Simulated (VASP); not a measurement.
# Os (I4/mmm) in VASP: a series of runs

The runs below take Os through single point, with PBEsol.

All numbers are computed with VASP 6.6.1; they aren't measurements. Logs are shortened: lines on timing, memory, paths and dates and some standing lists are left out, and cuts for length are marked.

## (1) The cell of the first run

Symmetry: I4/mmm, No. 139, tetragonal system. Conventional cell: a = 2.613 Å, b = 2.613 Å, c = 3.890 Å, α = 90.00°, β = 90.00°, γ = 90.00°. Os (site symmetry 4/mmm) has 12 Os at 2.61 to 2.68 Å within 3.4 Å.

## (2) Single point, PBEsol (strain -0.050 along x and y, +0.000 along z)

The input, INCAR:

```
SYSTEM = Os
PREC = Accurate
ENCUT = 520
EDIFF = 1E-7
ISMEAR = 0
SIGMA = 0.15
LREAL = .False.
LASPH = .True.
NELM = 100
ALGO = Normal
ISIF = 2
LWAVE = .False.
LCHARG = .False.
GGA = PS
NBANDS = 10
```

The input, KPOINTS:

```
regular mesh
0
Gamma
  20 20 20
  0 0 0
```

The input, POSCAR:

```
Os
1.0
    0.0000000000      1.8477500000      1.9450000000
    1.8477500000      0.0000000000      1.9450000000
    1.8477500000      1.8477500000      0.0000000000
Os
1
Direct
    0.0000000000      0.0000000000      0.0000000000
```

Potentials or basis: VASP PAW PBE potentials, release 64 (Os).

The run is started by

```console
cat potpaw_PBE.64/Os/POTCAR > POTCAR
mpirun -np 1 vasp_std > vasp.out
```

OUTCAR:

```text
SYSTEM = Os
   PREC = Accurate
   ENCUT = 520
   EDIFF = 1E-7
   ISMEAR = 0
   LREAL = .False.
   LASPH = .True.
   NELM = 100
   ISIF = 2
   GGA = PS

 ion  position               nearest neighbor table
   1  0.000  0.000  0.000-

  LATTYP: Found a body centered tetragonal cell.
 ALAT       =     2.6131131099
 C/A-ratio  =     1.4886458551

  Lattice vectors:

 A1 = (  -1.8477500000,   0.0000000000,   1.9450000000)
 A2 = (   1.8477500000,   0.0000000000,   1.9450000000)
 A3 = (   0.0000000000,   1.8477500000,  -1.9450000000)

Analysis of symmetry for initial positions (statically):
=====================================================================
 Subroutine PRICEL returns:
 Original cell was already a primitive cell.

 Routine SETGRP: Setting up the symmetry group for a
 body centered tetragonal supercell.

 Subroutine GETGRP returns: Found 16 space group operations
 (whereof 16 operations were pure point group operations)
 out of a pool of 16 trial point group operations.

The static configuration has the point symmetry D_4h.

Analysis of symmetry for dynamics (positions and initial velocities):
=====================================================================
 Subroutine PRICEL returns:
 Original cell was already a primitive cell.

 Routine SETGRP: Setting up the symmetry group for a
 body centered tetragonal supercell.

 Subroutine GETGRP returns: Found 16 space group operations
 (whereof 16 operations were pure point group operations)
 out of a pool of 16 trial point group operations.

The dynamic configuration has the point symmetry D_4h.

 Subroutine INISYM returns: Found 16 space group operations
 (whereof 16 operations are pure point group operations),
 and found     1 'primitive' translations

----------------------------------------------------------------------------------------

                                     Primitive cell

  volume of cell :      13.2812

  direct lattice vectors                    reciprocal lattice vectors
     0.000000000  1.847750000  1.945000000    -0.270599378  0.270599378  0.257069409
     1.847750000  0.000000000  1.945000000     0.270599378 -0.270599378  0.257069409
     1.847750000  1.847750000  0.000000000     0.270599378  0.270599378 -0.257069409

  length of vectors
     2.682760717  2.682760717  2.613113110     0.461012719  0.461012719  0.461012719

  position of ions in fractional coordinates (direct lattice)
     0.000000000  0.000000000  0.000000000

  ion indices of the primitive-cell ions
   primitive index   ion index
                 1           1

----------------------------------------------------------------------------------------

 KPOINTS: regular mesh

Automatic generation of k-mesh.
 Grid dimensions read from file:
 generate k-points for:   20   20   20

 Generating k-lattice:

  Cartesian coordinates                     Fractional coordinates (reciprocal lattice)
    -0.013529969  0.013529969  0.012853470     0.050000000  0.000000000  0.000000000
     0.013529969 -0.013529969  0.012853470     0.000000000  0.050000000  0.000000000
     0.013529969  0.013529969 -0.012853470     0.000000000  0.000000000  0.050000000

  Length of vectors
     0.023050636  0.023050636  0.023050636

  Shift w.r.t. Gamma in fractional coordinates (k-lattice)
     0.000000000  0.000000000  0.000000000

 Subroutine IBZKPT returns following result:
 ===========================================

 Found    641 irreducible k-points:

 Following reciprocal coordinates:
            Coordinates               Weight
  0.000000  0.000000  0.000000      1.000000
  0.050000  0.000000  0.000000      8.000000
  0.100000  0.000000  0.000000      8.000000
  0.150000  0.000000  0.000000      8.000000
  0.200000  0.000000  0.000000      8.000000
  0.250000 -0.000000  0.000000      8.000000
[... 16 lines left out ...]
 -0.400000  0.050000  0.000000      8.000000
 -0.350000  0.050000  0.000000      8.000000
 [... further k-points ...]
   k-points           NKPTS =    641   k-points in BZ     NKDIM =    641   number of bands    NBANDS=     10
   number of dos      NEDOS =    301   number of ions     NIONS =      1
   total plane-waves  NPLWV =   8000
   dimension x,y,z NGX =    20 NGY =   20 NGZ =   20
   dimension x,y,z NGXF=    40 NGYF=   40 NGZF=   40
   ions per type =               1
   NGX,Y,Z   is equivalent  to a cutoff of  12.39, 12.39, 12.72 a.u.
   NGXF,Y,Z  is equivalent  to a cutoff of  24.79, 24.79, 25.45 a.u.
 SYSTEM =  Os
   PREC   = accura    normal or accurate (medium, high low for compatibility)
   ISTART =      0    job   : 0-new  1-cont  2-samecut
   ICHARG =      2    charge: 1-file 2-atom 10-const
   ISPIN  =      1    spin polarized calculation?
   LNONCOLLINEAR =      F non collinear calculations
   LSORBIT =      F    spin-orbit coupling
   LASPH  =      T    aspherical Exc in radial PAW
   ENCUT  =  520.0 eV  38.22 Ry    6.18 a.u.   4.99  4.99  4.86*2*pi/ulx,y,z
   NELM   =    100;   NELMIN=  2; NELMDL= -5     # of ELM steps
   EDIFF  = 0.1E-06   stopping-criterion for ELM
   LREAL  =      F    real-space projection
   EDIFFG = 0.1E-05   stopping-criterion for IOM
   NSW    =      0    number of steps for IOM
   IBRION =     -1    ionic relax: 0-MD 1-quasi-New 2-CG
   NFREE  =      0    steps in history (QN), initial steepest desc. (CG)
   ISIF   =      2    stress and relaxation
   ISYM   =      2    0-nonsym 1-usesym 2-fastsym
   POTIM  = 0.5000    time-step for ionic-motion
   TEBEG  =    0.0;   TEEND  =   0.0 temperature during run
   PSTRESS=    0.0 pullay stress
   NELECT =       8.0000    total number of electrons
   NUPDOWN=      -1.0000    fix difference up-down
   EMIN   =  10.00;   EMAX   =-10.00  energy-range for DOS
   EFERMI =   0.00;   METHOD = LEGACY
   ISMEAR =     0;   SIGMA  =   0.15  broadening in eV -4-tet -1-fermi 0-gaus
   EFERMI_NEDOS =   21; number of points for ismear=-14 and -15
   IALGO  =     38    algorithm
   IMIX   =      4    mixing-type and parameters
     AMIX     =   0.40;   BMIX     =  1.00
     AMIX_MAG =   1.60;   BMIX_MAG =  1.00
  volume/ion in A,a.u.               =      13.28        89.63
  Fermi-wavevector in a.u.,A,eV,Ry     =   1.382588  2.612713 26.008215  1.911550
  Thomas-Fermi vector in A             =   2.507265
   LORBIT       =      0    0 simple, 1 ext, 2 COOP (PROOUT), +10 PAW based schemes
   GGA     = PS    functional components
   LHFCALC =     F    Hartree Fock is set to
   AEXX    =    0.0000 exact exchange contribution
   IVDW    =     0    specifies the selected vdW correction
   LEPSILON=     F    determine dielectric tensor
   LRPA    =     F    only Hartree local field effects (RPA)
 non-spin polarized calculation
 Gauss-broadening in eV      SIGMA  =   0.15
  energy-cutoff  :      520.00
  volume of cell :       13.28
 maximum number of plane-waves:       372
   NGX =  9   NGY =  9   NGZ =  9

 number of electron       8.0000000 magnetization

 Free energy of the ion-electron system (eV)
  ---------------------------------------------------
  ext. energy  EPLUGINS =         0.00000000
  ---------------------------------------------------
  free energy    TOTEN  =       -12.02274044 eV

  energy without entropy =      -12.01370433  energy(sigma->0) =      -12.01822239

 E-fermi :  10.0262     XC(G=0): -14.4492

 val. band max:       10.0245817871   @ k =  -0.1000   0.3000   0.2000
 cond. band min:      10.0290012322   @ k =   0.4500   0.3000   0.1000
 fundamental gap:      0.0044194451
 Fermi energy:        10.0262118643

 k-point     1 :       0.0000    0.0000    0.0000
  band No.  band energies     occupation
      1      -1.3602      2.00000
      2       6.2145      2.00000
      3       7.0263      2.00000
      4       7.0263      2.00000
      5       9.4857      2.00000
      6      10.5934      0.00000
      7      24.2643      0.00000
      8      29.1244      0.00000
      9      30.9876      0.00000
     10      30.9876      0.00000

 k-point     2 :       0.0500    0.0000    0.0000
  band No.  band energies     occupation
      1      -1.2349      2.00000
      2       6.2353      2.00000
      3       6.9820      2.00000
      4       7.0849      2.00000
      5       9.4545      2.00000
      6      10.5350      0.00000
      7      24.5033      0.00000
      8      29.0724      0.00000
      9      30.5639      0.00000
     10      31.2213      0.00000

 k-point     3 :       0.1000    0.0000    0.0000
  band No.  band energies     occupation
      1      -0.8707      2.00000
      2       6.2364      2.00000
      3       6.9170      2.00000
      4       7.2462      2.00000
      5       9.3934      2.00000
      6      10.3861      0.00069
      7      25.1677      0.00000
      8      28.3169      0.00000
      9      30.6411      0.00000
     10      31.9045      0.00000

 k-point     4 :       0.1500    0.0000    0.0000
  band No.  band energies     occupation
      1      -0.3074      2.00000
      2       6.1193      2.00000
      3       6.9367      2.00000
      4       7.4604      2.00000
      5       9.3992      2.00000
      6      10.2259      0.05970
      7      25.9696      0.00000
      8      27.2603      0.00000
      9      31.5437      0.00000
     10      32.9881      0.00000
[... 222 lines left out ...]
 k-point    22 :      -0.4500    0.0500    0.0000
  band No.  band energies     occupation
      1       1.8719      2.00000
      2       6.0967      2.00000
      3       7.0642      2.00000
      4       9.2417      2.00000
      5      12.2913      0.00000
      6      13.3537      0.00000
      7      19.8390      0.00000
      8      24.0220      0.00000
      9      30.4547      0.00000
     10      31.6522      0.00000

 k-point    23 :      -0.4000    0.0500    0.0000
  band No.  band energies     occupation
      1       1.8933      2.00000
      2       6.2137      2.00000
      3       7.1421      2.00000
      4       8.4888      2.00000
      5      11.8427      0.00000
      6      13.0305      0.00000
      7      20.7227      0.00000
      8      24.5814      0.00000
      9      30.9478      0.00000
     10      32.6518      0.00000

 k-point    24 :      -0.3500    0.0500    0.0000
  band No.  band energies     occupation
      1       1.8840      2.00000
      2       6.3786      2.00000
      3       7.2962      2.00000
      4       7.4921      2.00000
      5      11.2396      0.00000
      6      12.3904      0.00000
      7      21.8638      0.00000
      8      25.6767      0.00000
      9      32.0612      0.00000
     10      34.1792      0.00000

 [... further k-points ...]
[... 5 lines left out ...]
  --------------------------------------------------------------------------------------
  -------------------------------------------------------------------------------------
  Total        2.6932373      2.6932373      0.8686608      0.0000000      0.0000000      0.0000000
  in kB      324.8996024    324.8996024    104.7911963      0.0000000      0.0000000      0.0000000
  external PRESSURE =     251.5301337 kB  Pullay stress =       0.0000000 kB

 VOLUME and BASIS-vectors are now :
 -----------------------------------------------------------------------------
  energy-cutoff  :      520.00
  volume of cell :       13.28
      direct lattice vectors                 reciprocal lattice vectors
     0.000000000  1.847750000  1.945000000    -0.270599378  0.270599378  0.257069409
     1.847750000  0.000000000  1.945000000     0.270599378 -0.270599378  0.257069409
     1.847750000  1.847750000  0.000000000     0.270599378  0.270599378 -0.257069409

 POSITION                                       TOTAL-FORCE (eV/Angst)
 -----------------------------------------------------------------------------------
      0.00000      0.00000      0.00000         0.000000     -0.000000      0.000000
 -----------------------------------------------------------------------------------
    total drift:                                0.000000      0.000000     -0.000000

  FREE ENERGIE OF THE ION-ELECTRON SYSTEM (eV)
  ---------------------------------------------------
  free  energy   TOTEN  =       -12.0227404404 eV

  energy  without entropy=      -12.0137043313  energy(sigma->0) =      -12.01822239
```

It took 35 s on 1 thread of Intel Xeon 6975P-C (Granite Rapids), shared host; peak memory 0.2 GiB.

What came out:

| Property | Result |
| --- | --- |
| Free energy | -12.0227 eV |
| Pressure | 25.2 GPa |
| Band gap on the k mesh | zero (band 4 reaches 12.87 eV, above the bottom of band 5 at 8.18 eV) |

Stress tensor (GPa, compression positive):
```
32.49  0.00  0.00
 0.00 32.49  0.00
 0.00  0.00 10.48
```

Levels at points of the mesh, in eV from the Fermi level:
| k point | band 1 | band 2 | band 3 | band 4 | band 5 | band 6 | band 7 | band 8 | band 9 |
| --- | --- | --- | --- | --- | --- | --- | --- | --- | --- |
| (0.00, 0.00, 0.00) | -11.39 | -3.81 | -3.00 | -3.00 | -0.54 | 0.57 | 14.24 | 19.10 | 20.96 |
| (0.50, 0.00, 0.00) | -8.27 | -3.87 | -3.05 | -0.28 | 2.45 | 2.89 | 9.72 | 13.68 | 20.62 |
| (0.50, 0.50, 0.00) | -8.26 | -7.43 | 1.70 | 2.71 | 3.38 | 3.38 | 12.20 | 13.22 | 13.22 |
| (0.50, 0.00, 0.50) | -8.23 | -7.48 | 2.55 | 2.84 | 2.99 | 3.88 | 11.90 | 12.73 | 13.69 |

Caveat: the cell differs from its parent crystal (strain -0.050 along x and y, +0.000 along z); the PAW data sets were made with another functional, which shifts forces and pressure a little; spin-orbit coupling is left out, which moves the levels of the heavy elements.

## (3) Single point, PBEsol (strain -0.025 along x and y, -0.050 along z)

The input, INCAR:

```
SYSTEM = Os
  PREC = Accurate
  ENCUT = 520
  EDIFF = 1E-6
  ISMEAR = 0
  SIGMA = 0.15
  LREAL = .FALSE.
  LASPH = .TRUE.
  NELM = 60
  ALGO = Normal
  ISIF = 2
  LWAVE = .FALSE.
  LCHARG = .FALSE.
  GGA = PS
  NBANDS = 10
```

The input, KPOINTS:

```
Automatic mesh
0
G
  20 20 20
  0 0 0
```

The input, POSCAR:

```
Os
1.0
    0.0000000000      1.8963750000      1.8477500000
    1.8963750000      0.0000000000      1.8477500000
    1.8963750000      1.8963750000      0.0000000000
Os
1
Direct
    0.0000000000      0.0000000000      0.0000000000
```

Potentials or basis: VASP PAW PBE potentials, release 64 (Os).

The run is started by

```console
cat potpaw_PBE.64/Os/POTCAR > POTCAR
mpirun -np 1 vasp_std > vasp.out
```

It took 32 s on 1 thread of Intel Xeon 6975P-C (Granite Rapids), shared host; peak memory 0.2 GiB.

The run converged. Its results:

| Property | Result |
| --- | --- |
| Free energy | -12.0462 eV |
| Pressure | 24.3 GPa |
| Band gap on the k mesh | zero (band 4 reaches 12.86 eV, above the bottom of band 5 at 8.24 eV) |

Stress tensor (GPa, compression positive):
```
20.87  0.00  0.00
 0.00 20.87  0.00
 0.00  0.00 31.21
```

Levels at points of the mesh, in eV from the Fermi level:
```tsv
k point	band 1	band 2	band 3	band 4	band 5	band 6	band 7	band 8
(0.00, 0.00, 0.00)	-11.38	-3.41	-3.41	-3.02	-0.23	0.29	14.20	19.99
(0.50, 0.00, 0.00)	-8.26	-3.68	-3.25	-0.28	2.54	2.80	9.68	13.71
(0.50, 0.50, 0.00)	-8.22	-7.51	2.62	2.84	3.44	3.44	12.28	12.28
(0.50, 0.00, 0.50)	-8.24	-7.45	2.25	2.63	3.21	3.62	12.54	12.92
```

Caveat: the cell differs from its parent crystal (strain -0.025 along x and y, -0.050 along z); the PAW data sets were made with another functional, which shifts forces and pressure a little; spin-orbit coupling is left out, which moves the levels of the heavy elements.

(Part 1 of 2 ends here.)
